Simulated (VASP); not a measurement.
# In3Se (Pm-3m) in VASP: further runs

The runs below take In3Se through single point, relaxation of cell and atoms, with PBE+D3(BJ).

Everything below comes from runs of VASP 6.6.1. Logs are shortened: lines on timing, memory, paths and dates and some standing lists are left out, and cuts for length are marked.

## Step 1: The cell of the first run

The structure is cubic, space group Pm-3m (No. 221). Conventional cell: a = 4.701 Å, b = 4.701 Å, c = 4.701 Å, α = 90.00°, β = 90.00°, γ = 90.00°. In (site symmetry 4/mmm) has 8 In at 3.32 Å and 4 Se at 3.32 Å within 4.4 Å. Se (site symmetry m-3m) has 12 In at 3.32 Å within 4.4 Å.

## Step 2: Single point, PBE+D3(BJ)

Contents of INCAR:

```
SYSTEM = In3Se
PREC = Accurate
ENCUT = 520
EDIFF = 1E-6
ISMEAR = 0
SIGMA = 0.1
LREAL = .False.
LASPH = .True.
NELM = 80
ALGO = Normal
ISIF = 2
LWAVE = .False.
LCHARG = .True.
GGA = PE
IVDW = 12
LELF = .True.
LVHAR = .True.
NBANDS = 30
```

Contents of KPOINTS:

```
regular mesh
0
Gamma
  10 10 10
  0 0 0
```

Contents of POSCAR:

```
In3Se
1.0
    4.7008968791      0.0000000000      0.0000000000
    0.0000000000      4.7008968791      0.0000000000
    0.0000000000      0.0000000000      4.7008968791
In Se
3 1
Direct
    0.0000000000      0.5000000000      0.5000000000
    0.5000000000      0.0000000000      0.5000000000
    0.5000000000      0.5000000000      0.0000000000
    0.0000000000      0.0000000000      0.0000000000
```

Potentials or basis: VASP PAW PBE potentials, release 64 (In_d, Se).

The run is started by

```console
$ cat potpaw_PBE.64/In_d/POTCAR potpaw_PBE.64/Se/POTCAR > POTCAR
$ mpirun -np 1 vasp_std > vasp.out
```

OUTCAR:

```text
SYSTEM = In3Se
   PREC = Accurate
   ENCUT = 520
   EDIFF = 1E-6
   ISMEAR = 0
   LREAL = .False.
   LASPH = .True.
   NELM = 80
   ISIF = 2
   GGA = PE
   IVDW = 12
 IVDW          = 12

 ion  position               nearest neighbor table
   1  0.000  0.500  0.500-   2 3.32   3 3.32   4 3.32   3 3.32   4 3.32   2 3.32   4 3.32   4 3.32
                             2 3.32   3 3.32   3 3.32   2 3.32
   2  0.500  0.000  0.500-   1 3.32   3 3.32   4 3.32   3 3.32   4 3.32   1 3.32   3 3.32   3 3.32
                             1 3.32   4 3.32   4 3.32   1 3.32
   3  0.500  0.500  0.000-   1 3.32   2 3.32   4 3.32   1 3.32   2 3.32   2 3.32   4 3.32   2 3.32
                             1 3.32   4 3.32   1 3.32   4 3.32
   4  0.000  0.000  0.000-   1 3.32   2 3.32   3 3.32   1 3.32   2 3.32   1 3.32   3 3.32   1 3.32
                             2 3.32   3 3.32   2 3.32   3 3.32

  LATTYP: Found a simple cubic cell.
 ALAT       =     4.7008968791

  Lattice vectors:

 A1 = (   4.7008968791,   0.0000000000,   0.0000000000)
 A2 = (   0.0000000000,   4.7008968791,   0.0000000000)
 A3 = (   0.0000000000,   0.0000000000,   4.7008968791)

Analysis of symmetry for initial positions (statically):
=====================================================================
 Subroutine PRICEL returns:
 Original cell was already a primitive cell.

 Routine SETGRP: Setting up the symmetry group for a
 simple cubic supercell.

 Subroutine GETGRP returns: Found 48 space group operations
 (whereof 48 operations were pure point group operations)
 out of a pool of 48 trial point group operations.

The static configuration has the point symmetry O_h .

Analysis of symmetry for dynamics (positions and initial velocities):
=====================================================================
 Subroutine PRICEL returns:
 Original cell was already a primitive cell.

 Routine SETGRP: Setting up the symmetry group for a
 simple cubic supercell.

 Subroutine GETGRP returns: Found 48 space group operations
 (whereof 48 operations were pure point group operations)
 out of a pool of 48 trial point group operations.

The dynamic configuration has the point symmetry O_h .

 Subroutine INISYM returns: Found 48 space group operations
 (whereof 48 operations are pure point group operations),
 and found     1 'primitive' translations

----------------------------------------------------------------------------------------

                                     Primitive cell

  volume of cell :     103.8824

  direct lattice vectors                    reciprocal lattice vectors
     4.700896879  0.000000000  0.000000000     0.212725364  0.000000000  0.000000000
     0.000000000  4.700896879  0.000000000     0.000000000  0.212725364  0.000000000
     0.000000000  0.000000000  4.700896879     0.000000000  0.000000000  0.212725364

  length of vectors
     4.700896879  4.700896879  4.700896879     0.212725364  0.212725364  0.212725364

  position of ions in fractional coordinates (direct lattice)
     0.000000000  0.500000000  0.500000000
     0.500000000  0.000000000  0.500000000
     0.500000000  0.500000000  0.000000000
     0.000000000  0.000000000  0.000000000

  ion indices of the primitive-cell ions
   primitive index   ion index
                 1           1
                 2           2
                 3           3
                 4           4

----------------------------------------------------------------------------------------

 KPOINTS: regular mesh

Automatic generation of k-mesh.
 Grid dimensions read from file:
 generate k-points for:   10   10   10

 Generating k-lattice:

  Cartesian coordinates                     Fractional coordinates (reciprocal lattice)
     0.021272536  0.000000000  0.000000000     0.100000000  0.000000000  0.000000000
     0.000000000  0.021272536  0.000000000     0.000000000  0.100000000  0.000000000
     0.000000000  0.000000000  0.021272536     0.000000000  0.000000000  0.100000000

  Length of vectors
     0.021272536  0.021272536  0.021272536

  Shift w.r.t. Gamma in fractional coordinates (k-lattice)
     0.000000000  0.000000000  0.000000000

 Subroutine IBZKPT returns following result:
 ===========================================

 Found     56 irreducible k-points:

 Following reciprocal coordinates:
            Coordinates               Weight
  0.000000  0.000000  0.000000      1.000000
  0.100000  0.000000  0.000000      6.000000
  0.200000  0.000000  0.000000      6.000000
  0.300000  0.000000  0.000000      6.000000
  0.400000  0.000000  0.000000      6.000000
  0.500000  0.000000  0.000000      3.000000
[... 16 lines left out ...]
  0.200000  0.100000  0.100000     24.000000
  0.300000  0.100000  0.100000     24.000000
 [... further k-points ...]
   k-points           NKPTS =     56   k-points in BZ     NKDIM =     56   number of bands    NBANDS=     30
   number of dos      NEDOS =    301   number of ions     NIONS =      4
   total plane-waves  NPLWV =  46656
   dimension x,y,z NGX =    36 NGY =   36 NGZ =   36
   dimension x,y,z NGXF=    72 NGYF=   72 NGZF=   72
   ions per type =               3   1
   NGX,Y,Z   is equivalent  to a cutoff of  12.73, 12.73, 12.73 a.u.
   NGXF,Y,Z  is equivalent  to a cutoff of  25.46, 25.46, 25.46 a.u.
 SYSTEM =  In3Se
   PREC   = accura    normal or accurate (medium, high low for compatibility)
   ISTART =      0    job   : 0-new  1-cont  2-samecut
   ICHARG =      2    charge: 1-file 2-atom 10-const
   ISPIN  =      1    spin polarized calculation?
   LNONCOLLINEAR =      F non collinear calculations
   LSORBIT =      F    spin-orbit coupling
   LASPH  =      T    aspherical Exc in radial PAW
   ENCUT  =  520.0 eV  38.22 Ry    6.18 a.u.   8.74  8.74  8.74*2*pi/ulx,y,z
   NELM   =     80;   NELMIN=  2; NELMDL= -5     # of ELM steps
   EDIFF  = 0.1E-05   stopping-criterion for ELM
   LREAL  =      F    real-space projection
   EDIFFG = 0.1E-04   stopping-criterion for IOM
   NSW    =      0    number of steps for IOM
   IBRION =     -1    ionic relax: 0-MD 1-quasi-New 2-CG
   NFREE  =      0    steps in history (QN), initial steepest desc. (CG)
   ISIF   =      2    stress and relaxation
   ISYM   =      2    0-nonsym 1-usesym 2-fastsym
   POTIM  = 0.5000    time-step for ionic-motion
   TEBEG  =    0.0;   TEEND  =   0.0 temperature during run
   PSTRESS=    0.0 pullay stress
   NELECT =      45.0000    total number of electrons
   NUPDOWN=      -1.0000    fix difference up-down
   EMIN   =  10.00;   EMAX   =-10.00  energy-range for DOS
   EFERMI =   0.00;   METHOD = LEGACY
   ISMEAR =     0;   SIGMA  =   0.10  broadening in eV -4-tet -1-fermi 0-gaus
   EFERMI_NEDOS =   21; number of points for ismear=-14 and -15
   IALGO  =     38    algorithm
   IMIX   =      4    mixing-type and parameters
     AMIX     =   0.40;   BMIX     =  1.00
     AMIX_MAG =   1.60;   BMIX_MAG =  1.00
  volume/ion in A,a.u.               =      25.97       175.26
  Fermi-wavevector in a.u.,A,eV,Ry     =   1.238697  2.340797 20.876361  1.534369
  Thomas-Fermi vector in A             =   2.373211
   LORBIT       =      0    0 simple, 1 ext, 2 COOP (PROOUT), +10 PAW based schemes
   GGA     = PE    functional components
   LHFCALC =     F    Hartree Fock is set to
   AEXX    =    0.0000 exact exchange contribution
   IVDW    =    12    specifies the selected vdW correction
   LEPSILON=     F    determine dielectric tensor
   LRPA    =     F    only Hartree local field effects (RPA)
 non-spin polarized calculation
 Gauss-broadening in eV      SIGMA  =   0.10
  energy-cutoff  :      520.00
  volume of cell :      103.88
 maximum number of plane-waves:      2826
 NGX is ok and might be reduce to    36
   NGX = 17   NGY = 17   NGZ = 17

 number of electron      45.0000010 magnetization

 Free energy of the ion-electron system (eV)
  ---------------------------------------------------
  ext. energy  EPLUGINS =         0.00000000
  ---------------------------------------------------
  free energy    TOTEN  =       -11.64640270 eV

  energy without entropy =      -11.63700807  energy(sigma->0) =      -11.64170538

 E-fermi :   6.6141     XC(G=0): -10.0429

 val. band max:        6.6067948992   @ k =   0.5000   0.4000   0.0000
 cond. band min:       6.6288849157   @ k =   0.4000   0.3000   0.1000
 fundamental gap:      0.0220900164
 Fermi energy:         6.6140561686

 k-point     1 :       0.0000    0.0000    0.0000
  band No.  band energies     occupation
      1      -8.2294      2.00000
      2      -8.2098      2.00000
      3      -8.2098      2.00000
      4      -8.2098      2.00000
      5      -8.0717      2.00000
      6      -8.0717      2.00000
[... 22 lines left out ...]
     29      12.0896      0.00000
     30      13.6312      0.00000

 k-point     2 :       0.1000    0.0000    0.0000
  band No.  band energies     occupation
      1      -8.2188      2.00000
      2      -8.2078      2.00000
      3      -8.1993      2.00000
      4      -8.1993      2.00000
      5      -8.0703      2.00000
      6      -8.0646      2.00000
[... 22 lines left out ...]
     29      12.3743      0.00000
     30      13.6750      0.00000

 k-point     3 :       0.2000    0.0000    0.0000
  band No.  band energies     occupation
      1      -8.2025      2.00000
      2      -8.1888      2.00000
      3      -8.1688      2.00000
      4      -8.1688      2.00000
      5      -8.0665      2.00000
      6      -8.0445      2.00000
[... 22 lines left out ...]
     29      13.0169      0.00000
     30      13.8043      0.00000

 k-point     4 :       0.3000    0.0000    0.0000
  band No.  band energies     occupation
      1      -8.1957      2.00000
      2      -8.1450      2.00000
      3      -8.1208      2.00000
      4      -8.1208      2.00000
      5      -8.0608      2.00000
      6      -8.0151      2.00000
[... 616 lines left out ...]
     29      12.6797      0.00000
     30      13.5321      0.00000

 k-point    23 :       0.2000    0.1000    0.1000
  band No.  band energies     occupation
      1      -8.1926      2.00000
      2      -8.1732      2.00000
      3      -8.1589      2.00000
      4      -8.1511      2.00000
      5      -8.0542      2.00000
      6      -8.0368      2.00000
[... 22 lines left out ...]
     29      12.5625      0.00000
     30      13.2243      0.00000

 k-point    24 :       0.3000    0.1000    0.1000
  band No.  band energies     occupation
      1      -8.1807      2.00000
      2      -8.1425      2.00000
      3      -8.1177      2.00000
      4      -8.1026      2.00000
      5      -8.0487      2.00000
      6      -8.0057      2.00000
[... 22 lines left out ...]
     29      11.7173      0.00000
     30      13.7826      0.00000

 [... further k-points ...]

------------------------ aborting loop because EDIFF is reached ----------------------------------------

 Edisp (eV)   -1.35987

 E8    (eV) :    -0.6499

  FORCE on cell =-STRESS in cart. coord.  units (eV):
  Direction    XX          YY          ZZ          XY          YZ          ZX
  --------------------------------------------------------------------------------------
  -------------------------------------------------------------------------------------
  Total       0.01177     0.01177     0.01177     0.00000     0.00000    -0.00000
  in kB       0.18155     0.18155     0.18155     0.00000     0.00000    -0.00000
  external pressure =        0.18 kB  Pullay stress =        0.00 kB

 VOLUME and BASIS-vectors are now :
 -----------------------------------------------------------------------------
  energy-cutoff  :      520.00
  volume of cell :      103.88
      direct lattice vectors                 reciprocal lattice vectors
     4.700896879  0.000000000  0.000000000     0.212725364  0.000000000  0.000000000
     0.000000000  4.700896879  0.000000000     0.000000000  0.212725364  0.000000000
     0.000000000  0.000000000  4.700896879     0.000000000  0.000000000  0.212725364

 POSITION                                       TOTAL-FORCE (eV/Angst)
 -----------------------------------------------------------------------------------
      0.00000      2.35045      2.35045         0.000000      0.000000      0.000000
      2.35045      0.00000      2.35045         0.000000      0.000000      0.000000
      2.35045      2.35045      0.00000         0.000000      0.000000      0.000000
      0.00000      0.00000      0.00000         0.000000      0.000000      0.000000
 -----------------------------------------------------------------------------------
    total drift:                                0.000000      0.000000      0.000000

  FREE ENERGIE OF THE ION-ELECTRON SYSTEM (eV)
  ---------------------------------------------------
  free  energy   TOTEN  =       -13.0062698614 eV

  energy  without entropy=      -12.9968752335  energy(sigma->0) =      -13.00157255
```

It took 2.5 min on 1 thread of Intel Xeon 6975P-C (Granite Rapids), shared host; peak memory 0.29 GiB.

What came out:

* Free energy: -13.0063 eV
* Pressure: 0.0 GPa
* Band gap on the k mesh: zero (an odd number of electrons rules out a gap without spin polarisation)
* Dispersion energy per atom: -0.340 eV

Caveat: spin-orbit coupling is left out, which moves the levels of the heavy elements.

## Step 3: Single point, PBE+D3(BJ)

Contents of INCAR:

```
SYSTEM = In3Se
PREC = Accurate
ENCUT = 520
EDIFF = 1E-6
ISMEAR = 0
SIGMA = 0.15
LREAL = .False.
LASPH = .True.
NELM = 100
ALGO = Normal
ISIF = 2
LWAVE = .False.
LCHARG = .False.
GGA = PE
IVDW = 12
NBANDS = 30
```

KPOINTS is that of step 2.

POSCAR is that of step 2.

Potentials or basis: VASP PAW PBE potentials, release 64 (In_d, Se).

The run is started by

```console
$ cat potpaw_PBE.64/In_d/POTCAR potpaw_PBE.64/Se/POTCAR > POTCAR
$ mpirun -np 1 vasp_std > vasp.out
```

Wall time 2.1 min (1 thread of Intel Xeon 6975P-C (Granite Rapids), shared host); peak memory 0.29 GiB.

Results (log left out):

```
Free energy                : -13.0118 eV
Pressure                   : 0.0 GPa
Band gap on the k mesh     : zero (an odd number of electrons rules out a gap without spin polarisation)
Dispersion energy per atom : -0.340 eV
```

Levels at points of the mesh, in eV from the Fermi level:
```csv
k point,band 20,band 21,band 22,band 23,band 24,band 25
"(0.00, 0.00, 0.00)",-3.50,-2.08,-2.08,1.19,1.19,1.19
"(0.50, 0.00, 0.00)",-2.62,-1.43,-1.08,-0.16,-0.16,1.35
"(0.50, 0.50, 0.00)",-2.08,-0.90,-0.60,-0.60,1.57,1.79
"(0.50, 0.50, 0.50)",-4.36,-4.36,-4.36,-3.41,3.23,3.23
```

Caveat: spin-orbit coupling is left out, which moves the levels of the heavy elements.

[end of part 1 of 2]

The gap in the log of VASP goes by the Fermi energy; the results here count the filled bands.